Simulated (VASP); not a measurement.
# HgTe (F-43m) in VASP: a series of runs, part 2 of 2

VASP 6.6.1. Earlier steps stand in the parts before.

### Step 3. Single point, PBEsol

This run uses another cell than the first one: it holds 4 atoms, not 2.

Input file INCAR:

```
PREC = Accurate
ENCUT = 520
EDIFF = 1E-6
ISMEAR = 0
SIGMA = 0.15
LREAL = F
LASPH = T
NELM = 80
ALGO = Normal
ISIF = 2
LWAVE = F
LCHARG = T
GGA = PS
LELF = T
LVHAR = T
NBANDS = 26
```

Input file KPOINTS:

```
regular mesh
0
Gamma
  8 8 6
```

Input file POSCAR:

```
HgTe
1.0
    0.0000000000     -3.2558862249     -3.2558862249
    0.0000000000      3.2558862249     -3.2558862249
    6.5117724498      0.0000000000      0.0000000000
Hg Te
2 2
Direct
    0.5000000000      0.5000000000      0.5000000000
    0.0000000000      0.0000000000      0.0000000000
    0.0000000000      0.5000000000      0.2500000000
    0.5000000000      0.0000000000      0.7500000000
```

Potentials or basis: VASP PAW PBE potentials, release 64 (Hg, Te).

Run with:

```
> cat potpaw_PBE.64/Hg/POTCAR potpaw_PBE.64/Te/POTCAR > POTCAR
> mpirun -np 1 vasp_std > vasp.out
```

OUTCAR:

```text
PREC = Accurate
   ENCUT = 520
   EDIFF = 1E-6
   ISMEAR = 0
   LREAL = F
   LASPH = T
   NELM = 80
   ISIF = 2
   GGA = PS

 ion  position               nearest neighbor table
   1  0.500  0.500  0.500-   3 2.82   4 2.82   4 2.82   3 2.82
   2  0.000  0.000  0.000-   3 2.82   4 2.82   3 2.82   4 2.82
   3  0.000  0.500  0.250-   1 2.82   2 2.82   2 2.82   1 2.82
   4  0.500  0.000  0.750-   1 2.82   2 2.82   1 2.82   2 2.82

  LATTYP: Found a simple tetragonal cell.
 ALAT       =     4.6045184568
 C/A-ratio  =     1.4142135624

  Lattice vectors:

 A1 = (   0.0000000000,  -3.2558862249,  -3.2558862249)
 A2 = (   0.0000000000,   3.2558862249,  -3.2558862249)
 A3 = (   6.5117724498,   0.0000000000,   0.0000000000)

Analysis of symmetry for initial positions (statically):
=====================================================================
 Subroutine PRICEL returns following result:

  LATTYP: Found a face centered cubic cell.
 ALAT       =     6.5117724498

  Lattice vectors:

 A1 = (  -3.2558862249,   0.0000000000,   3.2558862249)
 A2 = (  -3.2558862249,  -3.2558862249,   0.0000000000)
 A3 = (  -0.0000000000,  -3.2558862249,   3.2558862249)

   2 primitive cells build up your supercell.

 Routine SETGRP: Setting up the symmetry group for a
 simple tetragonal supercell.

 Subroutine GETGRP returns: Found  8 space group operations
 (whereof  8 operations were pure point group operations)
 out of a pool of 16 trial point group operations.

The static configuration has the point symmetry D_2d.

Analysis of symmetry for dynamics (positions and initial velocities):
=====================================================================
 Subroutine PRICEL returns following result:

[... 133 lines left out ...]
   ISMEAR =     0;   SIGMA  =   0.15  broadening in eV -4-tet -1-fermi 0-gaus
   EFERMI_NEDOS =   21; number of points for ismear=-14 and -15
   IALGO  =     38    algorithm
   IMIX   =      4    mixing-type and parameters
     AMIX     =   0.40;   BMIX     =  1.00
     AMIX_MAG =   1.60;   BMIX_MAG =  1.00
  volume/ion in A,a.u.               =      34.51       232.92
  Fermi-wavevector in a.u.,A,eV,Ry     =   1.045891  1.976448 14.883251  1.093888
  Thomas-Fermi vector in A             =   2.180706
   LORBIT       =      0    0 simple, 1 ext, 2 COOP (PROOUT), +10 PAW based schemes
   GGA     = PS    functional components
   LHFCALC =     F    Hartree Fock is set to
   AEXX    =    0.0000 exact exchange contribution
   IVDW    =     0    specifies the selected vdW correction
   LEPSILON=     F    determine dielectric tensor
   LRPA    =     F    only Hartree local field effects (RPA)
 non-spin polarized calculation
 Gauss-broadening in eV      SIGMA  =   0.15
  energy-cutoff  :      520.00
  volume of cell :      138.06
 maximum number of plane-waves:      3752
 NGX is ok and might be reduce to    36

 number of electron      36.0000004 magnetization

 Free energy of the ion-electron system (eV)
  ---------------------------------------------------
  ext. energy  EPLUGINS =         0.00000000
  ---------------------------------------------------
  free energy    TOTEN  =        -8.75389702 eV

  energy without entropy =       -8.75298758  energy(sigma->0) =       -8.75344230

 E-fermi :   2.8099     XC(G=0):  -8.8367

 val. band max:        2.7213425180   @ k =   0.0000   0.0000   0.0000
 cond. band min:       3.2817128155   @ k =   0.1250   0.0000   0.0000
 fundamental gap:      0.5603702975
 Fermi energy:         2.8099147434

 k-point     1 :       0.0000    0.0000    0.0000
  band No.  band energies     occupation
      1      -9.1454      2.00000
      2      -8.4019      2.00000
      3      -4.4971      2.00000
      4      -4.4970      2.00000
      5      -4.4970      2.00000
      6      -4.3231      2.00000
[... 685 lines left out ...]
     25       9.0884      0.00000
     26       9.0884      0.00000

 [... further k-points ...]

------------------------ aborting loop because EDIFF is reached ----------------------------------------

  FORCE on cell =-STRESS in cart. coord.  units (eV):
  Direction    XX          YY          ZZ          XY          YZ          ZX
  --------------------------------------------------------------------------------------
  -------------------------------------------------------------------------------------
  Total        0.0450184      0.0596206      0.0596206     -0.0000000      0.0000000     -0.0000000
  in kB        0.5224355      0.6918934      0.6918934     -0.0000000      0.0000000     -0.0000000
  external PRESSURE =       0.6354075 kB  Pullay stress =       0.0000000 kB

 VOLUME and BASIS-vectors are now :
 -----------------------------------------------------------------------------
  energy-cutoff  :      520.00
  volume of cell :      138.06
      direct lattice vectors                 reciprocal lattice vectors
     0.000000000 -3.255886225 -3.255886225     0.000000000 -0.153568020 -0.153568020
     0.000000000  3.255886225 -3.255886225     0.000000000  0.153568020 -0.153568020
     6.511772450  0.000000000  0.000000000     0.153568020  0.000000000  0.000000000

 POSITION                                       TOTAL-FORCE (eV/Angst)
 -----------------------------------------------------------------------------------
      3.25589      0.00000     -3.25589         0.000000      0.000000      0.000000
      0.00000      0.00000      0.00000        -0.000000      0.000000      0.000000
      1.62794      1.62794     -1.62794         0.000000     -0.000000     -0.000000
      4.88383     -1.62794     -1.62794        -0.000000     -0.000000     -0.000000
 -----------------------------------------------------------------------------------
    total drift:                                0.000000      0.000000     -0.000000

  FREE ENERGIE OF THE ION-ELECTRON SYSTEM (eV)
  ---------------------------------------------------
  free  energy   TOTEN  =        -8.7538970179 eV

  energy  without entropy=       -8.7529875812  energy(sigma->0) =       -8.75344230
```

OSZICAR:

```text
N       E                     dE             d eps       ncg     rms          rms(c)
DAV:   1     0.229994495812E+03    0.22999E+03   -0.15741E+04  3120   0.120E+03
DAV:   2     0.258309873082E+01   -0.22741E+03   -0.21875E+03  3346   0.280E+02
DAV:   3    -0.906014825286E+01   -0.11643E+02   -0.11567E+02  3772   0.626E+01
DAV:   4    -0.921619443142E+01   -0.15605E+00   -0.15589E+00  3960   0.633E+00
DAV:   5    -0.921756016448E+01   -0.13657E-02   -0.13657E-02  3614   0.648E-01    0.103E+01
DAV:   6    -0.877285245798E+01    0.44471E+00   -0.10350E+00  3412   0.110E+01    0.808E+00
DAV:   7    -0.875938746608E+01    0.13465E-01   -0.33256E-01  3332   0.307E+00    0.284E+00
DAV:   8    -0.875414822740E+01    0.52392E-02   -0.41130E-02  3244   0.194E+00    0.783E-01
DAV:   9    -0.875397225581E+01    0.17597E-03   -0.40467E-03  3420   0.635E-01    0.231E-01
DAV:  10    -0.875389227701E+01    0.79979E-04   -0.39480E-04  3266   0.192E-01    0.532E-02
DAV:  11    -0.875390432586E+01   -0.12049E-04   -0.20447E-04  3336   0.111E-01    0.499E-02
DAV:  12    -0.875389911506E+01    0.52108E-05   -0.18745E-05  3372   0.394E-02    0.370E-02
DAV:  13    -0.875389707901E+01    0.20360E-05   -0.21460E-05  3330   0.348E-02    0.277E-02
DAV:  14    -0.875389701792E+01    0.61093E-07   -0.32095E-06  2704   0.143E-02
   1 F= -.87538970E+01 E0= -.87534423E+01  d E =-.909437E-03
```

It took 4.2 min on 1 thread of Intel Xeon 8259CL, shared host; peak memory 0.36 GiB.

Results:

```
Free energy            : -8.7539 eV
Pressure               : 0.1 GPa
Band gap on the k mesh : zero (filled and empty bands touch)
```

Caveat: semilocal functionals underestimate gaps, and a narrow one can read as zero; the PAW data sets were made with another functional, which shifts forces and pressure a little; spin-orbit coupling is left out, which moves the levels of the heavy elements.

The gap in the log of VASP goes by the Fermi energy; the results here count the filled bands.